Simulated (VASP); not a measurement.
# Rh (Im-3m) in VASP: further runs

The runs below take Rh through single point, relaxation of cell and atoms, with LDA.

Program: VASP 6.6.1. These are calculated values, not measurements. Logs are shortened: lines on timing, memory, paths and dates and some standing lists are left out, and cuts for length are marked.

**1. The cell of the first run**

It takes space group Im-3m (No. 229, cubic). The conventional cell has a = 3.006 Å, b = 3.006 Å, c = 3.006 Å, α = 90.00°, β = 90.00°, γ = 90.00°. Rh (site symmetry m-3m) has 14 Rh at 2.60 to 3.01 Å within 3.4 Å.

This isn't the form of Rh at room conditions, which is fcc.

**2. Single point, LDA**

INCAR reads:

```
SYSTEM = Rh
ALGO = Normal
EDIFF = 1E-6
ENCUT = 500
GGA = CA
GGA_COMPAT = .FALSE.
ISIF = 2
ISMEAR = 0
LASPH = .TRUE.
LCHARG = .FALSE.
LREAL = .FALSE.
LWAVE = .FALSE.
NBANDS = 14
NELM = 120
PREC = Accurate
SIGMA = 0.05
```

KPOINTS reads:

```
k-points
0
G
  8 8 8
  0 0 0
```

POSCAR reads:

```
Rh
1.0
    1.5031816336      1.5031816336      1.5031816336
   -1.5031816336      1.5031816336      1.5031816336
   -1.5031816336     -1.5031816336      1.5031816336
Rh
1
Direct
    0.0000000000      0.0000000000      0.0000000000
```

Potentials or basis: VASP PAW LDA potentials, release 64 (Rh_pv).

Run with:

```
$ cat potpaw_LDA.64/Rh_pv/POTCAR > POTCAR
$ mpirun -np 1 vasp_std > vasp.out
```

OUTCAR:

```text
SYSTEM = Rh
   EDIFF = 1E-6
   ENCUT = 500
   GGA = CA
   ISIF = 2
   ISMEAR = 0
   LASPH = .TRUE.
   LREAL = .FALSE.
   NELM = 120
   PREC = Accurate

 ion  position               nearest neighbor table
   1  0.000  0.000  0.000-

  LATTYP: Found a body centered cubic cell.
 ALAT       =     3.0063632672

  Lattice vectors:

 A1 = (   1.5031816336,  -1.5031816336,  -1.5031816336)
 A2 = (   1.5031816336,   1.5031816336,   1.5031816336)
 A3 = (  -1.5031816336,  -1.5031816336,   1.5031816336)

Analysis of symmetry for initial positions (statically):
=====================================================================
 Subroutine PRICEL returns:
 Original cell was already a primitive cell.

 Routine SETGRP: Setting up the symmetry group for a
 body centered cubic supercell.

 Subroutine GETGRP returns: Found 48 space group operations
 (whereof 48 operations were pure point group operations)
 out of a pool of 48 trial point group operations.

The static configuration has the point symmetry O_h .

Analysis of symmetry for dynamics (positions and initial velocities):
=====================================================================
 Subroutine PRICEL returns:
 Original cell was already a primitive cell.

 Routine SETGRP: Setting up the symmetry group for a
 body centered cubic supercell.

 Subroutine GETGRP returns: Found 48 space group operations
 (whereof 48 operations were pure point group operations)
 out of a pool of 48 trial point group operations.

The dynamic configuration has the point symmetry O_h .

 Subroutine INISYM returns: Found 48 space group operations
 (whereof 48 operations are pure point group operations),
 and found     1 'primitive' translations

----------------------------------------------------------------------------------------

                                     Primitive cell

  volume of cell :      13.5861

  direct lattice vectors                    reciprocal lattice vectors
     1.503181634  1.503181634  1.503181634     0.332627800  0.000000000  0.332627800
    -1.503181634  1.503181634  1.503181634    -0.332627800  0.332627800  0.000000000
    -1.503181634 -1.503181634  1.503181634     0.000000000 -0.332627800  0.332627800

  length of vectors
     2.603586962  2.603586962  2.603586962     0.470406746  0.470406746  0.470406746

  position of ions in fractional coordinates (direct lattice)
     0.000000000  0.000000000  0.000000000

  ion indices of the primitive-cell ions
   primitive index   ion index
                 1           1

----------------------------------------------------------------------------------------

 KPOINTS: k-points

Automatic generation of k-mesh.
 Grid dimensions read from file:
 generate k-points for:    8    8    8

 Generating k-lattice:

  Cartesian coordinates                     Fractional coordinates (reciprocal lattice)
     0.041578475  0.000000000  0.041578475     0.125000000  0.000000000  0.000000000
    -0.041578475  0.041578475  0.000000000     0.000000000  0.125000000  0.000000000
     0.000000000 -0.041578475  0.041578475     0.000000000  0.000000000  0.125000000

  Length of vectors
     0.058800843  0.058800843  0.058800843

  Shift w.r.t. Gamma in fractional coordinates (k-lattice)
     0.000000000  0.000000000  0.000000000

 Subroutine IBZKPT returns following result:
 ===========================================

 Found     29 irreducible k-points:

 Following reciprocal coordinates:
            Coordinates               Weight
  0.000000  0.000000  0.000000      1.000000
  0.125000  0.000000  0.000000     12.000000
  0.250000  0.000000  0.000000     12.000000
  0.375000  0.000000  0.000000     12.000000
  0.500000  0.000000  0.000000      6.000000
  0.250000  0.125000  0.000000     24.000000
[... 16 lines left out ...]
  0.375000  0.250000  0.250000     24.000000
  0.500000  0.250000  0.250000     12.000000
 [... further k-points ...]
   k-points           NKPTS =     29   k-points in BZ     NKDIM =     29   number of bands    NBANDS=     14
   number of dos      NEDOS =    301   number of ions     NIONS =      1
   total plane-waves  NPLWV =   8000
   dimension x,y,z NGX =    20 NGY =   20 NGZ =   20
   dimension x,y,z NGXF=    40 NGYF=   40 NGZF=   40
   ions per type =               1
   NGX,Y,Z   is equivalent  to a cutoff of  12.77, 12.77, 12.77 a.u.
   NGXF,Y,Z  is equivalent  to a cutoff of  25.54, 25.54, 25.54 a.u.
 SYSTEM =  Rh
   PREC   = accura    normal or accurate (medium, high low for compatibility)
   ISTART =      0    job   : 0-new  1-cont  2-samecut
   ICHARG =      2    charge: 1-file 2-atom 10-const
   ISPIN  =      1    spin polarized calculation?
   LNONCOLLINEAR =      F non collinear calculations
   LSORBIT =      F    spin-orbit coupling
   LASPH  =      T    aspherical Exc in radial PAW
   ENCUT  =  500.0 eV  36.75 Ry    6.06 a.u.   4.75  4.75  4.75*2*pi/ulx,y,z
   NELM   =    120;   NELMIN=  2; NELMDL= -5     # of ELM steps
   EDIFF  = 0.1E-05   stopping-criterion for ELM
   LREAL  =      F    real-space projection
[... 7 lines left out ...]
   TEBEG  =    0.0;   TEEND  =   0.0 temperature during run
   PSTRESS=    0.0 pullay stress
   NELECT =      15.0000    total number of electrons
   NUPDOWN=      -1.0000    fix difference up-down
   EMIN   =  10.00;   EMAX   =-10.00  energy-range for DOS
   EFERMI =   0.00;   METHOD = LEGACY
   ISMEAR =     0;   SIGMA  =   0.05  broadening in eV -4-tet -1-fermi 0-gaus
   EFERMI_NEDOS =   21; number of points for ismear=-14 and -15
   IALGO  =     38    algorithm
   IMIX   =      4    mixing-type and parameters
     AMIX     =   0.40;   BMIX     =  1.00
     AMIX_MAG =   1.60;   BMIX_MAG =  1.00
  volume/ion in A,a.u.               =      13.59        91.68
  Fermi-wavevector in a.u.,A,eV,Ry     =   1.692026  3.197466 38.952843  2.862953
  Thomas-Fermi vector in A             =   2.773687
   LORBIT       =      0    0 simple, 1 ext, 2 COOP (PROOUT), +10 PAW based schemes
   GGA     = CA    functional components
   LHFCALC =     F    Hartree Fock is set to
   AEXX    =    0.0000 exact exchange contribution
   IVDW    =     0    specifies the selected vdW correction
   LEPSILON=     F    determine dielectric tensor
   LRPA    =     F    only Hartree local field effects (RPA)
 non-spin polarized calculation
 Gauss-broadening in eV      SIGMA  =   0.05
  energy-cutoff  :      500.00
  volume of cell :       13.59
 maximum number of plane-waves:       370
   NGX =  9   NGY =  9   NGZ =  9

 number of electron      14.9999995 magnetization

 Free energy of the ion-electron system (eV)
  ---------------------------------------------------
  ext. energy  EPLUGINS =         0.00000000
  ---------------------------------------------------
  free energy    TOTEN  =        -8.27770248 eV

  energy without entropy =       -8.27393685  energy(sigma->0) =       -8.27581966

 E-fermi :  11.7263     XC(G=0): -14.4137

 val. band max:       11.7109665749   @ k =   0.2500  -0.3750   0.1250
 cond. band min:      11.7390603014   @ k =   0.2500  -0.2500   0.2500
 fundamental gap:      0.0280937265
 Fermi energy:        11.7263491249

 k-point     1 :       0.0000    0.0000    0.0000
  band No.  band energies     occupation
      1     -34.0974      2.00000
      2     -34.0974      2.00000
      3     -34.0974      2.00000
      4       3.8153      2.00000
      5       8.6811      2.00000
      6       8.6811      2.00000
      7       8.6811      2.00000
      8      11.2883      2.00000
      9      11.2883      2.00000
     10      30.2067      0.00000
     11      30.2067      0.00000
     12      30.2067      0.00000
     13      32.5459      0.00000
     14      40.7075      0.00000

 k-point     2 :       0.1250    0.0000    0.0000
  band No.  band energies     occupation
      1     -34.2178      2.00000
      2     -34.1369      2.00000
      3     -34.0974      2.00000
      4       4.4629      2.00000
      5       8.4160      2.00000
      6       8.6682      2.00000
      7       9.2218      2.00000
      8      11.0001      2.00000
      9      11.3099      2.00000
     10      30.3685      0.00000
     11      30.4021      0.00000
     12      31.1711      0.00000
     13      32.5464      0.00000
     14      37.6436      0.00000

 k-point     3 :       0.2500    0.0000    0.0000
  band No.  band energies     occupation
      1     -34.5024      2.00000
      2     -34.2316      2.00000
      3     -34.0977      2.00000
      4       5.7428      2.00000
      5       7.8271      2.00000
      6       8.9227      2.00000
      7      10.6899      2.00000
      8      10.8460      2.00000
      9      11.4064      2.00000
     10      28.3552      0.00000
     11      29.2383      0.00000
     12      32.5465      0.00000
     13      33.6810      0.00000
     14      36.4672      0.00000
[... 324 lines left out ...]
 k-point    23 :       0.3750    0.2500    0.2500
  band No.  band energies     occupation
      1     -34.6907      2.00000
      2     -34.4754      2.00000
      3     -34.3956      2.00000
      4       6.9452      2.00000
      5       7.4476      2.00000
      6       9.4582      2.00000
      7      10.2167      2.00000
      8      12.1505      0.00000
      9      15.3891      0.00000
     10      25.0195      0.00000
     11      27.4304      0.00000
     12      29.5269      0.00000
     13      31.9651      0.00000
     14      32.5497      0.00000

 k-point    24 :       0.5000    0.2500    0.2500
  band No.  band energies     occupation
      1     -34.7795      2.00000
      2     -34.5164      2.00000
      3     -34.3870      2.00000
      4       6.5483      2.00000
      5       7.4508      2.00000
      6       9.3393      2.00000
      7      10.3899      2.00000
      8      13.1684      0.00000
      9      18.3900      0.00000
     10      21.1393      0.00000
     11      25.9932      0.00000
     12      29.5236      0.00000
     13      32.5478      0.00000
     14      33.2548      0.00000

 [... further k-points ...]
[... 5 lines left out ...]
  --------------------------------------------------------------------------------------
  -------------------------------------------------------------------------------------
  Total        0.0750803      0.0750803      0.0750803      0.0000000      0.0000000     -0.0000000
  in kB        8.8540600      8.8540600      8.8540600      0.0000000      0.0000000     -0.0000000
  external PRESSURE =       8.8540600 kB  Pullay stress =       0.0000000 kB

 VOLUME and BASIS-vectors are now :
 -----------------------------------------------------------------------------
  energy-cutoff  :      500.00
  volume of cell :       13.59
      direct lattice vectors                 reciprocal lattice vectors
     1.503181634  1.503181634  1.503181634     0.332627800  0.000000000  0.332627800
    -1.503181634  1.503181634  1.503181634    -0.332627800  0.332627800  0.000000000
    -1.503181634 -1.503181634  1.503181634     0.000000000 -0.332627800  0.332627800

 POSITION                                       TOTAL-FORCE (eV/Angst)
 -----------------------------------------------------------------------------------
      0.00000      0.00000      0.00000         0.000000     -0.000000      0.000000
 -----------------------------------------------------------------------------------
    total drift:                               -0.000000      0.000000      0.000000

  FREE ENERGIE OF THE ION-ELECTRON SYSTEM (eV)
  ---------------------------------------------------
  free  energy   TOTEN  =        -8.2777024758 eV

  energy  without entropy=       -8.2739368530  energy(sigma->0) =       -8.27581966
```

It took 4.8 s on 1 thread of Intel Xeon Platinum 8488C (Sapphire Rapids), shared host; peak memory 0.12 GiB.

Results:

| Property | Result |
| --- | --- |
| Free energy | -8.2777 eV |
| Pressure | 0.9 GPa |
| Band gap on the k mesh | zero (an odd number of electrons rules out a gap without spin polarisation) |

Levels at points of the mesh, in eV from the Fermi level:
| k point | band 4 | band 5 | band 6 | band 7 | band 8 | band 9 | band 10 | band 11 |
| --- | --- | --- | --- | --- | --- | --- | --- | --- |
| (0.00, 0.00, 0.00) | -7.91 | -3.05 | -3.05 | -3.05 | -0.44 | -0.44 | 18.48 | 18.48 |
| (0.50, 0.00, 0.00) | -6.08 | -4.64 | -0.51 | -0.06 | 1.30 | 1.72 | 9.66 | 14.64 |
| (0.50, 0.50, 0.50) | -6.09 | -6.09 | 1.18 | 1.18 | 1.18 | 9.55 | 9.55 | 9.55 |

Caveat: the k points lie up to 0.37 Å⁻¹ apart, too coarse for converged energies and pressures of a metal.

**3. Single point, LDA**

INCAR reads:

```
ALGO = Normal
EDIFF = 1E-6
ENCUT = 500
GGA_COMPAT = F
ISIF = 2
ISMEAR = 0
LASPH = T
LCHARG = F
LREAL = F
LWAVE = F
NBANDS = 14
NELM = 120
PREC = Accurate
SIGMA = 0.05
```

KPOINTS reads:

```
k-points
0
Gamma
  8 8 8
```

POSCAR is that of step 2.

Potentials or basis: VASP PAW LDA potentials, release 64 (Rh_pv).

Run with:

```
$ cat potpaw_LDA.64/Rh_pv/POTCAR > POTCAR
$ mpirun -np 1 vasp_std > vasp.out
```

Wall time 5.2 s (1 thread of Intel Xeon Platinum 8488C (Sapphire Rapids), shared host); peak memory 0.12 GiB.

Results (log left out):

```
Free energy            : -8.2777 eV
Pressure               : 0.9 GPa
Band gap on the k mesh : zero (an odd number of electrons rules out a gap without spin polarisation)
```

Levels at points of the mesh, in eV from the Fermi level:
```csv
k point,band 4,band 5,band 6,band 7,band 8,band 9,band 10,band 11
"(0.00, 0.00, 0.00)",-7.91,-3.05,-3.05,-3.05,-0.44,-0.44,18.48,18.48
"(0.50, 0.00, 0.00)",-6.08,-4.64,-0.51,-0.06,1.30,1.72,9.66,14.64
"(0.50, 0.50, 0.50)",-6.09,-6.09,1.18,1.18,1.18,9.55,9.55,9.55
```

Caveat: the k points lie up to 0.37 Å⁻¹ apart, too coarse for converged energies and pressures of a metal.

(Continued in part 2 of 2.)
